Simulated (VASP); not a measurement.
# Si (Fd-3m) in VASP: a series of runs

Si is run at these levels: LDA; tasks: single point, relaxation of cell and atoms.

All numbers are computed with VASP 6.6.1; they aren't measurements. Logs are shortened: lines on timing, memory, paths and dates and some standing lists are left out, and cuts for length are marked.

## (1) The cell of the first run

The structure is cubic, space group Fd-3m (No. 227). Conventional cell: a = 5.402 Å, b = 5.402 Å, c = 5.402 Å, α = 90.00°, β = 90.00°, γ = 90.00°. Within 3.1 Å of Si (site symmetry -43m) lie 4 Si at 2.34 Å.

## (2) Single point, LDA

File INCAR:

```
SYSTEM = Si
PREC = Accurate
ENCUT = 520
EDIFF = 1E-6
ISMEAR = 0
SIGMA = 0.01
LREAL = .FALSE.
LASPH = .TRUE.
NELM = 60
ALGO = Normal
ISIF = 2
LWAVE = .FALSE.
LCHARG = .TRUE.
GGA = CA
LELF = .TRUE.
LVHAR = .TRUE.
NBANDS = 11
```

File KPOINTS:

```
regular mesh
0
G
  12 12 12
  0 0 0
```

File POSCAR:

```
Si
1.0
    0.0000000000      2.7008304895      2.7008304895
    2.7008304895      0.0000000000      2.7008304895
    2.7008304895      2.7008304895      0.0000000000
Si
2
Direct
    0.5000000000      0.5000000000      0.5000000000
    0.7500000000      0.7500000000      0.7500000000
```

Potentials or basis: VASP PAW LDA potentials, release 64 (Si).

The run is started by

```sh
> cat potpaw_LDA.64/Si/POTCAR > POTCAR
> mpirun -np 1 vasp_std > vasp.out
```

OUTCAR:

```text
SYSTEM = Si
   PREC = Accurate
   ENCUT = 520
   EDIFF = 1E-6
   ISMEAR = 0
   LREAL = .FALSE.
   LASPH = .TRUE.
   NELM = 60
   ISIF = 2
   GGA = CA

 ion  position               nearest neighbor table
   1  0.500  0.500  0.500-   2 2.34   2 2.34   2 2.34   2 2.34
   2  0.750  0.750  0.750-   1 2.34   1 2.34   1 2.34   1 2.34

  LATTYP: Found a face centered cubic cell.
 ALAT       =     5.4016609790

  Lattice vectors:

 A1 = (   0.0000000000,   2.7008304895,   2.7008304895)
 A2 = (   2.7008304895,   0.0000000000,   2.7008304895)
 A3 = (   2.7008304895,   2.7008304895,   0.0000000000)

Analysis of symmetry for initial positions (statically):
=====================================================================
 Subroutine PRICEL returns:
 Original cell was already a primitive cell.

 Routine SETGRP: Setting up the symmetry group for a
 face centered cubic supercell.

 Subroutine GETGRP returns: Found 48 space group operations
 (whereof 24 operations were pure point group operations)
 out of a pool of 48 trial point group operations.

The static configuration has the point symmetry T_d .
 The point group associated with its full space group is O_h .

Analysis of symmetry for dynamics (positions and initial velocities):
=====================================================================
 Subroutine PRICEL returns:
 Original cell was already a primitive cell.

 Routine SETGRP: Setting up the symmetry group for a
 face centered cubic supercell.

 Subroutine GETGRP returns: Found 48 space group operations
 (whereof 24 operations were pure point group operations)
 out of a pool of 48 trial point group operations.

The dynamic configuration has the point symmetry T_d .
 The point group associated with its full space group is O_h .

 Subroutine INISYM returns: Found 48 space group operations
 (whereof 24 operations are pure point group operations),
 and found     1 'primitive' translations

----------------------------------------------------------------------------------------

                                     Primitive cell

  volume of cell :      39.4023

  direct lattice vectors                    reciprocal lattice vectors
     0.000000000  2.700830489  2.700830489    -0.185128242  0.185128242  0.185128242
     2.700830489  0.000000000  2.700830489     0.185128242 -0.185128242  0.185128242
     2.700830489  2.700830489  0.000000000     0.185128242  0.185128242 -0.185128242

  length of vectors
     3.819551108  3.819551108  3.819551108     0.320651521  0.320651521  0.320651521

  position of ions in fractional coordinates (direct lattice)
     0.500000000  0.500000000  0.500000000
     0.750000000  0.750000000  0.750000000

  ion indices of the primitive-cell ions
   primitive index   ion index
                 1           1
                 2           2

----------------------------------------------------------------------------------------

 KPOINTS: regular mesh

Automatic generation of k-mesh.
 Grid dimensions read from file:
 generate k-points for:   12   12   12

 Generating k-lattice:

  Cartesian coordinates                     Fractional coordinates (reciprocal lattice)
    -0.015427353  0.015427353  0.015427353     0.083333333  0.000000000  0.000000000
     0.015427353 -0.015427353  0.015427353     0.000000000  0.083333333  0.000000000
     0.015427353  0.015427353 -0.015427353     0.000000000  0.000000000  0.083333333

  Length of vectors
     0.026720960  0.026720960  0.026720960

  Shift w.r.t. Gamma in fractional coordinates (k-lattice)
     0.000000000  0.000000000  0.000000000

 Subroutine IBZKPT returns following result:
 ===========================================

 Found     72 irreducible k-points:

 Following reciprocal coordinates:
            Coordinates               Weight
  0.000000  0.000000  0.000000      1.000000
  0.083333  0.000000  0.000000      8.000000
  0.166667  0.000000  0.000000      8.000000
  0.250000  0.000000  0.000000      8.000000
  0.333333  0.000000  0.000000      8.000000
  0.416667  0.000000  0.000000      8.000000
[... 16 lines left out ...]
  0.500000  0.166667  0.000000     24.000000
 -0.416667  0.166667  0.000000     24.000000
 [... further k-points ...]
   k-points           NKPTS =     72   k-points in BZ     NKDIM =     72   number of bands    NBANDS=     11
   number of dos      NEDOS =    301   number of ions     NIONS =      2
   total plane-waves  NPLWV =  21952
   dimension x,y,z NGX =    28 NGY =   28 NGZ =   28
   dimension x,y,z NGXF=    56 NGYF=   56 NGZF=   56
   ions per type =               2
   NGX,Y,Z   is equivalent  to a cutoff of  12.19, 12.19, 12.19 a.u.
   NGXF,Y,Z  is equivalent  to a cutoff of  24.37, 24.37, 24.37 a.u.
 SYSTEM =  Si
   PREC   = accura    normal or accurate (medium, high low for compatibility)
   ISTART =      0    job   : 0-new  1-cont  2-samecut
   ICHARG =      2    charge: 1-file 2-atom 10-const
   ISPIN  =      1    spin polarized calculation?
   LNONCOLLINEAR =      F non collinear calculations
   LSORBIT =      F    spin-orbit coupling
   LASPH  =      T    aspherical Exc in radial PAW
   ENCUT  =  520.0 eV  38.22 Ry    6.18 a.u.   7.10  7.10  7.10*2*pi/ulx,y,z
   NELM   =     60;   NELMIN=  2; NELMDL= -5     # of ELM steps
   EDIFF  = 0.1E-05   stopping-criterion for ELM
   LREAL  =      F    real-space projection
   EDIFFG = 0.1E-04   stopping-criterion for IOM
   NSW    =      0    number of steps for IOM
   IBRION =     -1    ionic relax: 0-MD 1-quasi-New 2-CG
   NFREE  =      0    steps in history (QN), initial steepest desc. (CG)
   ISIF   =      2    stress and relaxation
   ISYM   =      2    0-nonsym 1-usesym 2-fastsym
   POTIM  = 0.5000    time-step for ionic-motion
   TEBEG  =    0.0;   TEEND  =   0.0 temperature during run
   PSTRESS=    0.0 pullay stress
   NELECT =       8.0000    total number of electrons
   NUPDOWN=      -1.0000    fix difference up-down
   EMIN   =  10.00;   EMAX   =-10.00  energy-range for DOS
   EFERMI =   0.00;   METHOD = LEGACY
   ISMEAR =     0;   SIGMA  =   0.01  broadening in eV -4-tet -1-fermi 0-gaus
   EFERMI_NEDOS =   21; number of points for ismear=-14 and -15
   IALGO  =     38    algorithm
   IMIX   =      4    mixing-type and parameters
     AMIX     =   0.40;   BMIX     =  1.00
     AMIX_MAG =   1.60;   BMIX_MAG =  1.00
  volume/ion in A,a.u.               =      19.70       132.95
  Fermi-wavevector in a.u.,A,eV,Ry     =   0.962197  1.818289 12.596597  0.925824
  Thomas-Fermi vector in A             =   2.091635
   LORBIT       =      0    0 simple, 1 ext, 2 COOP (PROOUT), +10 PAW based schemes
   GGA     = CA    functional components
   LHFCALC =     F    Hartree Fock is set to
   AEXX    =    0.0000 exact exchange contribution
   IVDW    =     0    specifies the selected vdW correction
   LEPSILON=     F    determine dielectric tensor
   LRPA    =     F    only Hartree local field effects (RPA)
 non-spin polarized calculation
 Gauss-broadening in eV      SIGMA  =   0.01
  energy-cutoff  :      520.00
  volume of cell :       39.40
 maximum number of plane-waves:      1074
   NGX = 15   NGY = 15   NGZ = 15

 number of electron       8.0000001 magnetization

 Free energy of the ion-electron system (eV)
  ---------------------------------------------------
  ext. energy  EPLUGINS =         0.00000000
  ---------------------------------------------------
  free energy    TOTEN  =       -11.91974234 eV

  energy without entropy =      -11.91974234  energy(sigma->0) =      -11.91974234

 E-fermi :   6.0042     XC(G=0):  -9.6663

 val. band max:        5.9347540176   @ k =   0.0000   0.0000   0.0000
 cond. band min:       6.3765754646   @ k =   0.4167   0.4167   0.0000
 fundamental gap:      0.4418214470
 Fermi energy:         6.0042254063

 k-point     1 :       0.0000    0.0000    0.0000
  band No.  band energies     occupation
      1      -6.1329      2.00000
      2       5.9348      2.00000
      3       5.9348      2.00000
      4       5.9348      2.00000
      5       8.4658      0.00000
      6       8.4658      0.00000
      7       8.4658      0.00000
      8       9.3289      0.00000
      9      13.6710      0.00000
     10      13.6710      0.00000
     11      13.6811      0.00000

 k-point     2 :       0.0833    0.0000    0.0000
  band No.  band energies     occupation
      1      -6.0406      2.00000
      2       5.0658      2.00000
      3       5.7882      2.00000
      4       5.7882      2.00000
      5       8.5120      0.00000
      6       8.6809      0.00000
      7       8.6809      0.00000
      8       9.9840      0.00000
      9      13.3845      0.00000
     10      13.3845      0.00000
     11      14.0803      0.00000

 k-point     3 :       0.1667    0.0000    0.0000
  band No.  band energies     occupation
      1      -5.7665      2.00000
      2       3.5269      2.00000
      3       5.4773      2.00000
      4       5.4773      2.00000
      5       8.2488      0.00000
      6       9.1208      0.00000
      7       9.1208      0.00000
      8      11.3931      0.00000
      9      12.9981      0.00000
     10      12.9981      0.00000
     11      14.8500      0.00000

 k-point     4 :       0.2500    0.0000    0.0000
  band No.  band energies     occupation
      1      -5.3212      2.00000
      2       1.9627      2.00000
      3       5.1655      2.00000
      4       5.1655      2.00000
      5       7.9194      0.00000
      6       9.4108      0.00000
      7       9.4108      0.00000
      8      12.8313      0.00000
      9      13.1046      0.00000
     10      13.1046      0.00000
     11      14.7657      0.00000
[... 239 lines left out ...]
 k-point    22 :       0.4167    0.1667    0.0000
  band No.  band energies     occupation
      1      -4.1951      2.00000
      2       0.2088      2.00000
      3       3.4588      2.00000
      4       4.0772      2.00000
      5       7.8581      0.00000
      6      10.1655      0.00000
      7      10.8025      0.00000
      8      10.9241      0.00000
      9      15.7197      0.00000
     10      16.1386      0.00000
     11      16.7672      0.00000

 k-point    23 :       0.5000    0.1667    0.0000
  band No.  band energies     occupation
      1      -3.5966      2.00000
      2      -0.7457      2.00000
      3       3.1083      2.00000
      4       4.1337      2.00000
      5       7.8905      0.00000
      6      10.0098      0.00000
      7      10.5219      0.00000
      8      12.3108      0.00000
      9      15.2549      0.00000
     10      16.4155      0.00000
     11      17.6710      0.00000

 k-point    24 :      -0.4167    0.1667    0.0000
  band No.  band energies     occupation
      1      -3.4779      2.00000
      2      -0.9105      2.00000
      3       2.8891      2.00000
      4       4.3219      2.00000
      5       8.0433      0.00000
      6       9.9541      0.00000
      7      10.2921      0.00000
      8      13.8690      0.00000
      9      14.4265      0.00000
     10      14.7092      0.00000
     11      17.0326      0.00000

 [... further k-points ...]
[... 5 lines left out ...]
  --------------------------------------------------------------------------------------
  -------------------------------------------------------------------------------------
  Total        0.0154202      0.0154202      0.0154202      0.0000000     -0.0000000     -0.0000000
  in kB        0.6270153      0.6270153      0.6270153      0.0000000     -0.0000000     -0.0000000
  external PRESSURE =       0.6270153 kB  Pullay stress =       0.0000000 kB

 VOLUME and BASIS-vectors are now :
 -----------------------------------------------------------------------------
  energy-cutoff  :      520.00
  volume of cell :       39.40
      direct lattice vectors                 reciprocal lattice vectors
     0.000000000  2.700830489  2.700830489    -0.185128242  0.185128242  0.185128242
     2.700830489  0.000000000  2.700830489     0.185128242 -0.185128242  0.185128242
     2.700830489  2.700830489  0.000000000     0.185128242  0.185128242 -0.185128242

 POSITION                                       TOTAL-FORCE (eV/Angst)
 -----------------------------------------------------------------------------------
      2.70083      2.70083      2.70083         0.000000      0.000000      0.000000
      4.05125      4.05125      4.05125        -0.000000     -0.000000     -0.000000
 -----------------------------------------------------------------------------------
    total drift:                                0.000000      0.000000     -0.000000

  FREE ENERGIE OF THE ION-ELECTRON SYSTEM (eV)
  ---------------------------------------------------
  free  energy   TOTEN  =       -11.9197423406 eV

  energy  without entropy=      -11.9197423406  energy(sigma->0) =      -11.91974234
```

It took 15 s on 1 thread of Intel Xeon 6975P-C, shared host; peak memory 0.15 GiB.

Results:

* Free energy: -11.9197 eV
* Pressure: 0.1 GPa
* Band gap on the k mesh: 0.44 eV, indirect (least direct gap 2.53 eV)

Levels at points of the mesh, in eV from the valence-band top:
| k point | band 1 | band 2 | band 3 | band 4 | band 5 | band 6 | band 7 | band 8 |
| --- | --- | --- | --- | --- | --- | --- | --- | --- |
| (0.00, 0.00, 0.00) | -12.07 | 0.00 | 0.00 | 0.00 | 2.53 | 2.53 | 2.53 | 3.39 |
| (0.50, 0.00, 0.00) | -9.69 | -7.07 | -1.21 | -1.21 | 1.49 | 3.29 | 3.29 | 7.54 |
| (0.50, 0.50, 0.00) | -7.87 | -7.87 | -2.89 | -2.89 | 0.57 | 0.57 | 10.12 | 10.12 |

A k mesh can miss the band edges. A hybrid or GW would open this gap; LDA tends to underestimate it.

## (3) Relaxation of cell and atoms, LDA

File INCAR:

```
SYSTEM = Si
ALGO = Normal ; EDIFF = 1E-6
EDIFFG = -0.002 ; ENCUT = 600
IBRION = 2 ; ISIF = 3
ISMEAR = 0 ; LASPH = .TRUE.
LCHARG = .FALSE. ; LREAL = .FALSE.
LWAVE = .FALSE. ; NELM = 80
NSW = 100 ; PREC = Accurate
SIGMA = 0.02
```

File KPOINTS:

```
k-points
0
G
  10 10 10
  0 0 0
```

POSCAR is that of step 2.

Potentials or basis: VASP PAW LDA potentials, release 64 (Si).

The run is started by

```sh
> cat potpaw_LDA.64/Si/POTCAR > POTCAR
> mpirun -np 1 vasp_std > vasp.out
```

OUTCAR:

```text
SYSTEM = Si
   EDIFF = 1E-6
   EDIFFG = -0.002
   ENCUT = 600
   IBRION = 2
   ISIF = 3
   ISMEAR = 0
   LASPH = .TRUE.
   LREAL = .FALSE.
   NELM = 80
   NSW = 100
   PREC = Accurate

 ion  position               nearest neighbor table
   1  0.500  0.500  0.500-   2 2.34   2 2.34   2 2.34   2 2.34
   2  0.750  0.750  0.750-   1 2.34   1 2.34   1 2.34   1 2.34

  LATTYP: Found a face centered cubic cell.
 ALAT       =     5.4016609790

  Lattice vectors:

 A1 = (   0.0000000000,   2.7008304895,   2.7008304895)
 A2 = (   2.7008304895,   0.0000000000,   2.7008304895)
 A3 = (   2.7008304895,   2.7008304895,   0.0000000000)

Analysis of symmetry for initial positions (statically):
=====================================================================
 Subroutine PRICEL returns:
 Original cell was already a primitive cell.

 Routine SETGRP: Setting up the symmetry group for a
 face centered cubic supercell.

 Subroutine GETGRP returns: Found 48 space group operations
 (whereof 24 operations were pure point group operations)
 out of a pool of 48 trial point group operations.

The static configuration has the point symmetry T_d .
 The point group associated with its full space group is O_h .

Analysis of symmetry for dynamics (positions and initial velocities):
[... 169 lines left out ...]
  Total        0.0174185      0.0174185      0.0174185      0.0000000     -0.0000000     -0.0000000
  in kB        0.7082697      0.7082697      0.7082697      0.0000000     -0.0000000     -0.0000000
  external PRESSURE =       0.7082697 kB  Pullay stress =       0.0000000 kB
[... 59 lines left out ...]
--------------------------------------- Ionic step        3  -------------------------------------------

 number of electron       7.9999999 magnetization

 Free energy of the ion-electron system (eV)
  ---------------------------------------------------
  ext. energy  EPLUGINS =         0.00000000
  ---------------------------------------------------
  free energy    TOTEN  =       -11.91928861 eV

  energy without entropy =      -11.91928861  energy(sigma->0) =      -11.91928861

 E-fermi :   6.0129     XC(G=0):  -9.6634

 val. band max:        5.9274819610   @ k =   0.0000   0.0000   0.0000
 cond. band min:       6.3810812261   @ k =   0.4000   0.4000   0.0000
 fundamental gap:      0.4535992651
 Fermi energy:         6.0128896397

 k-point     1 :       0.0000    0.0000    0.0000
  band No.  band energies     occupation
      1      -6.1351      2.00000
      2       5.9275      2.00000
      3       5.9275      2.00000
      4       5.9275      2.00000
      5       8.4581      0.00000
      6       8.4581      0.00000
      7       8.4581      0.00000
      8       9.3132      0.00000
[... 243 lines left out ...]
 k-point    24 :       0.4000    0.3000    0.0000
  band No.  band energies     occupation
      1      -3.9432      2.00000
      2       0.4860      2.00000
      3       3.0148      2.00000
      4       3.4568      2.00000
      5       6.8658      0.00000
      6       8.0599      0.00000
      7      12.8745      0.00000
      8      12.9905      0.00000

 [... further k-points ...]
[... 5 lines left out ...]
  --------------------------------------------------------------------------------------
  -------------------------------------------------------------------------------------
  Total       -0.0002209     -0.0002209     -0.0002209      0.0000000     -0.0000000     -0.0000000
  in kB       -0.0089774     -0.0089774     -0.0089774      0.0000000     -0.0000000     -0.0000000
  external PRESSURE =      -0.0089774 kB  Pullay stress =       0.0000000 kB
[... 17 lines left out ...]
  FREE ENERGIE OF THE ION-ELECTRON SYSTEM (eV)
  ---------------------------------------------------
  free  energy   TOTEN  =       -11.9192886127 eV

  energy  without entropy=      -11.9192886127  energy(sigma->0) =      -11.91928861

 reached required accuracy - stopping structural energy minimisation
```

CONTCAR:

```text
Si
   1.00000000000000
     0.0000000000000000    2.7014864021149498    2.7014864021149498
     2.7014864021149498    0.0000000000000000    2.7014864021149498
     2.7014864021149498    2.7014864021149498   -0.0000000000000000
  Si
     2
Direct
     0.5000000000000000    0.5000000000000000    0.5000000000000000
     0.7500000000000000    0.7500000000000000    0.7500000000000000

  0.00000000E+00  0.00000000E+00  0.00000000E+00
  0.00000000E+00  0.00000000E+00  0.00000000E+00
```

Wall time 12 s (1 thread of Intel Xeon 6975P-C, shared host); peak memory 0.15 GiB.

Results:

```
Free energy                            : -11.9193 eV
Relaxed volume                         : 19.72 Å³/atom
Relaxed cell                           : a = 3.820 Å, b = 3.820 Å, c = 3.820 Å, α = 60.00°, β = 60.00°, γ = 60.00°
Space group after relaxing (to 0.05 Å) : Fd-3m (No. 227)
Energy gained by relaxing              : 0.0 meV/atom
Ionic steps                            : 3
Pressure after relaxing                : 0.0 GPa
Band gap on the k mesh                 : 0.45 eV, indirect (least direct gap 2.53 eV)
```

Final structure:
```
Si
1.0
     0.00000    2.70149    2.70149
     2.70149    0.00000    2.70149
     2.70149    2.70149    0.00000
Si
2
Direct
  0.50000 0.50000 0.50000
  0.75000 0.75000 0.75000
```
